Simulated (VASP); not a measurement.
# Eu (Fm-3m) in VASP: single point with PBE

Aim: the single point of Eu with PBE.

All numbers are computed with VASP 6.6.1; they aren't measurements. Logs are shortened: lines on timing, memory, paths and dates and some standing lists are left out, and cuts for length are marked.

### 1 The cell of the first run

The structure is cubic, space group Fm-3m (No. 225). Conventional cell: a = 5.579 Å, b = 5.579 Å, c = 5.579 Å, α = 90.00°, β = 90.00°, γ = 90.00°. Eu (site symmetry m-3m) has 12 Eu at 3.94 Å within 5.2 Å.

This isn't the form of Eu at room conditions, which is bcc.

### 2 Single point, PBE, collinear spin, ferromagnetic start

INCAR reads:

```
SYSTEM = Eu
  PREC = Accurate
  ENCUT = 520
  EDIFF = 1E-6
  ISMEAR = 0
  SIGMA = 0.05
  LREAL = .False.
  LASPH = .True.
  NELM = 150
  ALGO = Normal
  ISIF = 2
  LWAVE = .False.
  LCHARG = .False.
  ISPIN = 2
  MAGMOM = 7
  LORBIT = 11
  LMAXMIX = 6
  GGA = PE
  NBANDS = 18
```

KPOINTS reads:

```
regular mesh
0
Gamma
  12 12 12
  0 0 0
```

POSCAR reads:

```
Eu
1.0
    0.0000000000      2.7893026900      2.7893026900
    2.7893026900      0.0000000000      2.7893026900
    2.7893026900      2.7893026900      0.0000000000
Eu
1
Direct
    0.0000000000      0.0000000000      0.0000000000
```

Potentials or basis: VASP PAW PBE potentials, release 64 (Eu).

Run with:

```sh
$ cat potpaw_PBE.64/Eu/POTCAR > POTCAR
$ mpirun -np 1 vasp_std > vasp.out
```

OUTCAR:

```text
SYSTEM = Eu
   PREC = Accurate
   ENCUT = 520
   EDIFF = 1E-6
   ISMEAR = 0
   LREAL = .False.
   LASPH = .True.
   NELM = 150
   ISIF = 2
   ISPIN = 2
   LORBIT = 11
   GGA = PE

 ion  position               nearest neighbor table
   1  0.000  0.000  0.000-

  LATTYP: Found a face centered cubic cell.
 ALAT       =     5.5786053800

  Lattice vectors:

 A1 = (   0.0000000000,   2.7893026900,   2.7893026900)
 A2 = (   2.7893026900,   0.0000000000,   2.7893026900)
 A3 = (   2.7893026900,   2.7893026900,   0.0000000000)

Analysis of symmetry for initial positions (statically):
=====================================================================
 Subroutine PRICEL returns:
 Original cell was already a primitive cell.

 Routine SETGRP: Setting up the symmetry group for a
 face centered cubic supercell.

 Subroutine GETGRP returns: Found 48 space group operations
 (whereof 48 operations were pure point group operations)
 out of a pool of 48 trial point group operations.

The static configuration has the point symmetry O_h .

Analysis of symmetry for dynamics (positions and initial velocities):
=====================================================================
 Subroutine PRICEL returns:
 Original cell was already a primitive cell.

 Routine SETGRP: Setting up the symmetry group for a
 face centered cubic supercell.

 Subroutine GETGRP returns: Found 48 space group operations
 (whereof 48 operations were pure point group operations)
 out of a pool of 48 trial point group operations.

The dynamic configuration has the point symmetry O_h .

Analysis of structural, dynamic, and magnetic symmetry:
=====================================================================
 Subroutine PRICEL returns:
 Original cell was already a primitive cell.

 Routine SETGRP: Setting up the symmetry group for a
 face centered cubic supercell.

 Subroutine GETGRP returns: Found 48 space group operations
 (whereof 48 operations were pure point group operations)
 out of a pool of 48 trial point group operations.

The overall configuration has the point symmetry O_h .

 Subroutine INISYM returns: Found 48 space group operations
 (whereof 48 operations are pure point group operations),
 and found     1 'primitive' translations

----------------------------------------------------------------------------------------

                                     Primitive cell

  volume of cell :      43.4027

  direct lattice vectors                    reciprocal lattice vectors
     0.000000000  2.789302690  2.789302690    -0.179256271  0.179256271  0.179256271
     2.789302690  0.000000000  2.789302690     0.179256271 -0.179256271  0.179256271
     2.789302690  2.789302690  0.000000000     0.179256271  0.179256271 -0.179256271

  length of vectors
     3.944669694  3.944669694  3.944669694     0.310480970  0.310480970  0.310480970

  position of ions in fractional coordinates (direct lattice)
     0.000000000  0.000000000  0.000000000

  ion indices of the primitive-cell ions
   primitive index   ion index
                 1           1

----------------------------------------------------------------------------------------

 KPOINTS: regular mesh

Automatic generation of k-mesh.
 Grid dimensions read from file:
 generate k-points for:   12   12   12

 Generating k-lattice:

  Cartesian coordinates                     Fractional coordinates (reciprocal lattice)
    -0.014938023  0.014938023  0.014938023     0.083333333  0.000000000  0.000000000
     0.014938023 -0.014938023  0.014938023     0.000000000  0.083333333  0.000000000
     0.014938023  0.014938023 -0.014938023     0.000000000  0.000000000  0.083333333

  Length of vectors
     0.025873414  0.025873414  0.025873414

  Shift w.r.t. Gamma in fractional coordinates (k-lattice)
     0.000000000  0.000000000  0.000000000

 Subroutine IBZKPT returns following result:
 ===========================================

 Found     72 irreducible k-points:

 Following reciprocal coordinates:
            Coordinates               Weight
  0.000000  0.000000  0.000000      1.000000
  0.083333  0.000000  0.000000      8.000000
  0.166667  0.000000  0.000000      8.000000
  0.250000  0.000000  0.000000      8.000000
  0.333333  0.000000  0.000000      8.000000
  0.416667  0.000000  0.000000      8.000000
[... 16 lines left out ...]
  0.500000  0.166667  0.000000     24.000000
 -0.416667  0.166667  0.000000     24.000000
 [... further k-points ...]
   k-points           NKPTS =     72   k-points in BZ     NKDIM =     72   number of bands    NBANDS=     18
   number of dos      NEDOS =    301   number of ions     NIONS =      1
   total plane-waves  NPLWV =  27000
   dimension x,y,z NGX =    30 NGY =   30 NGZ =   30
   dimension x,y,z NGXF=    60 NGYF=   60 NGZF=   60
   ions per type =               1
   NGX,Y,Z   is equivalent  to a cutoff of  12.64, 12.64, 12.64 a.u.
   NGXF,Y,Z  is equivalent  to a cutoff of  25.29, 25.29, 25.29 a.u.
 SYSTEM =  Eu
   PREC   = accura    normal or accurate (medium, high low for compatibility)
   ISTART =      0    job   : 0-new  1-cont  2-samecut
   ICHARG =      2    charge: 1-file 2-atom 10-const
   ISPIN  =      2    spin polarized calculation?
   LNONCOLLINEAR =      F non collinear calculations
   LSORBIT =      F    spin-orbit coupling
   LASPH  =      T    aspherical Exc in radial PAW
   ENCUT  =  520.0 eV  38.22 Ry    6.18 a.u.   7.33  7.33  7.33*2*pi/ulx,y,z
   NELM   =    150;   NELMIN=  2; NELMDL= -5     # of ELM steps
   EDIFF  = 0.1E-05   stopping-criterion for ELM
   LREAL  =      F    real-space projection
   EDIFFG = 0.1E-04   stopping-criterion for IOM
   NSW    =      0    number of steps for IOM
   IBRION =     -1    ionic relax: 0-MD 1-quasi-New 2-CG
   NFREE  =      0    steps in history (QN), initial steepest desc. (CG)
   ISIF   =      2    stress and relaxation
   ISYM   =      2    0-nonsym 1-usesym 2-fastsym
   POTIM  = 0.5000    time-step for ionic-motion
   TEBEG  =    0.0;   TEEND  =   0.0 temperature during run
   PSTRESS=    0.0 pullay stress
   NELECT =      17.0000    total number of electrons
   NUPDOWN=      -1.0000    fix difference up-down
   EMIN   =  10.00;   EMAX   =-10.00  energy-range for DOS
   EFERMI =   0.00;   METHOD = LEGACY
   ISMEAR =     0;   SIGMA  =   0.05  broadening in eV -4-tet -1-fermi 0-gaus
   EFERMI_NEDOS =   21; number of points for ismear=-14 and -15
   IALGO  =     38    algorithm
   IMIX   =      4    mixing-type and parameters
     AMIX     =   0.40;   BMIX     =  1.00
     AMIX_MAG =   1.60;   BMIX_MAG =  1.00
  volume/ion in A,a.u.               =      43.40       292.90
  Fermi-wavevector in a.u.,A,eV,Ry     =   1.197803  2.263520 19.520723  1.434733
  Thomas-Fermi vector in A             =   2.333709
   LORBIT       =     11    0 simple, 1 ext, 2 COOP (PROOUT), +10 PAW based schemes
   GGA     = PE    functional components
   LHFCALC =     F    Hartree Fock is set to
   AEXX    =    0.0000 exact exchange contribution
   IVDW    =     0    specifies the selected vdW correction
   LEPSILON=     F    determine dielectric tensor
   LRPA    =     F    only Hartree local field effects (RPA)
 spin polarized calculation
 Gauss-broadening in eV      SIGMA  =   0.05
  energy-cutoff  :      520.00
  volume of cell :       43.40
 maximum number of plane-waves:      1211
 NGX is ok and might be reduce to    30
   NGX = 15   NGY = 15   NGZ = 15

 number of electron      17.0000004 magnetization       7.5680060

 Free energy of the ion-electron system (eV)
  ---------------------------------------------------
  ext. energy  EPLUGINS =         0.00000000
  ---------------------------------------------------
  free energy    TOTEN  =       -11.45691958 eV

  energy without entropy =      -11.45503169  energy(sigma->0) =      -11.45597563

 E-fermi :   1.9442     XC(G=0):  -8.6816

 val. band max:        1.9328592999   @ k =  -0.4167   0.4167   0.1667
 cond. band min:       1.9510378683   @ k =  -0.4167   0.2500   0.0833
 fundamental gap:      0.0181785684
 Fermi energy:         1.9442498027

 spin component 1

 k-point     1 :       0.0000    0.0000    0.0000
  band No.  band energies     occupation
      1     -39.6774      1.00000
      2     -18.2609      1.00000
      3     -18.2609      1.00000
      4     -18.2609      1.00000
      5      -2.4517      1.00000
      6       1.3933      1.00000
[... 10 lines left out ...]
     17       5.5531      0.00000
     18      10.0255      0.00000

 k-point     2 :       0.0833    0.0000    0.0000
  band No.  band energies     occupation
      1     -39.6756      1.00000
      2     -18.2891      1.00000
      3     -18.2646      1.00000
      4     -18.2646      1.00000
      5      -2.3046      1.00000
      6       1.3922      1.00000
[... 10 lines left out ...]
     17       5.4768      0.00000
     18      10.3495      0.00000
[... 442 lines left out ...]
 k-point    24 :      -0.4167    0.1667    0.0000
  band No.  band energies     occupation
      1     -39.6467      1.00000
      2     -18.6253      1.00000
      3     -18.3886      1.00000
      4     -18.3300      1.00000
      5       0.5793      1.00000
      6       1.3923      1.00000
[... 10 lines left out ...]
     17       7.2269      0.00000
     18       8.2385      0.00000

 [... further k-points ...]

 spin component 2

 k-point     1 :       0.0000    0.0000    0.0000
  band No.  band energies     occupation
      1     -36.5097      1.00000
      2     -15.8798      1.00000
      3     -15.8798      1.00000
      4     -15.8798      1.00000
      5      -1.4425      1.00000
      6       4.8630      0.00000
[... 10 lines left out ...]
     17       6.7829      0.00000
     18      11.6952      0.00000

 k-point     2 :       0.0833    0.0000    0.0000
  band No.  band energies     occupation
      1     -36.5073      1.00000
      2     -15.9152      1.00000
      3     -15.8843      1.00000
      4     -15.8843      1.00000
      5      -1.2889      1.00000
      6       4.6121      0.00000
[... 10 lines left out ...]
     17       6.8008      0.00000
     18      11.9770      0.00000
[... 442 lines left out ...]
 k-point    24 :      -0.4167    0.1667    0.0000
  band No.  band energies     occupation
      1     -36.4699      1.00000
      2     -16.3307      1.00000
      3     -16.0367      1.00000
      4     -15.9636      1.00000
      5       1.7029      1.00000
      6       3.0230      0.00000
[... 10 lines left out ...]
     17       8.6392      0.00000
     18       9.6227      0.00000

 [... further k-points ...]

------------------------ aborting loop because EDIFF is reached ----------------------------------------

  FORCE on cell =-STRESS in cart. coord.  units (eV):
  Direction    XX          YY          ZZ          XY          YZ          ZX
  --------------------------------------------------------------------------------------
  -------------------------------------------------------------------------------------
  Total       -0.2414938     -0.2414938     -0.2414938      0.0000000      0.0000000      0.0000000
  in kB       -8.9145533     -8.9145533     -8.9145533      0.0000000      0.0000000      0.0000000
  external PRESSURE =      -8.9145533 kB  Pullay stress =       0.0000000 kB

 VOLUME and BASIS-vectors are now :
 -----------------------------------------------------------------------------
  energy-cutoff  :      520.00
  volume of cell :       43.40
      direct lattice vectors                 reciprocal lattice vectors
     0.000000000  2.789302690  2.789302690    -0.179256271  0.179256271  0.179256271
     2.789302690  0.000000000  2.789302690     0.179256271 -0.179256271  0.179256271
     2.789302690  2.789302690  0.000000000     0.179256271  0.179256271 -0.179256271

 POSITION                                       TOTAL-FORCE (eV/Angst)
 -----------------------------------------------------------------------------------
      0.00000      0.00000      0.00000        -0.000000      0.000000      0.000000
 -----------------------------------------------------------------------------------
    total drift:                               -0.000000     -0.000000     -0.000000

  FREE ENERGIE OF THE ION-ELECTRON SYSTEM (eV)
  ---------------------------------------------------
  free  energy   TOTEN  =       -11.4569195761 eV

  energy  without entropy=      -11.4550316889  energy(sigma->0) =      -11.45597563

 total charge

# of ion       s       p       d       f       tot
--------------------------------------------------
    1        2.081   5.709   0.302   6.642  14.735

 magnetization (x)

# of ion       s       p       d       f       tot
--------------------------------------------------
    1        0.000  -0.087   0.191   6.640   6.744
```

Wall time 4.2 min (1 thread of Oxide Virtual Turin-like, shared host); peak memory 0.23 GiB.

Results:

* Free energy: -11.4569 eV
* Pressure: -0.9 GPa
* Net moment: 7.57 μB per cell
* Site moments: Eu +6.74 μB
* Valence electrons inside the program's atomic spheres: Eu 14.73

Levels at points of the mesh, in eV from the Fermi level:
Spin up:
```
           k point  band 9  band 10  band 11  band 12  band 13  band 14  band 15  band 16
(0.00, 0.00, 0.00)   -0.45    -0.34    -0.34    -0.34     1.75     1.75     1.75     3.61
(0.50, 0.00, 0.00)   -0.43    -0.34    -0.34    -0.33     0.51     1.60     1.60     4.96
(0.50, 0.50, 0.00)   -0.47    -0.44    -0.35    -0.35    -0.33     1.72     4.99     5.35
```
Spin down:
```csv
k point,band 3,band 4,band 5,band 6,band 7,band 8
"(0.00, 0.00, 0.00)",-17.82,-17.82,-3.39,2.92,2.92,2.92
"(0.50, 0.00, 0.00)",-17.89,-17.89,-0.76,1.46,2.70,2.70
"(0.50, 0.50, 0.00)",-18.00,-18.00,-0.57,0.49,2.72,4.18
```

Caveat: spin-orbit coupling is left out, which moves the levels of the heavy elements; semilocal functionals describe open f shells poorly, which spoils levels, moments and volumes.
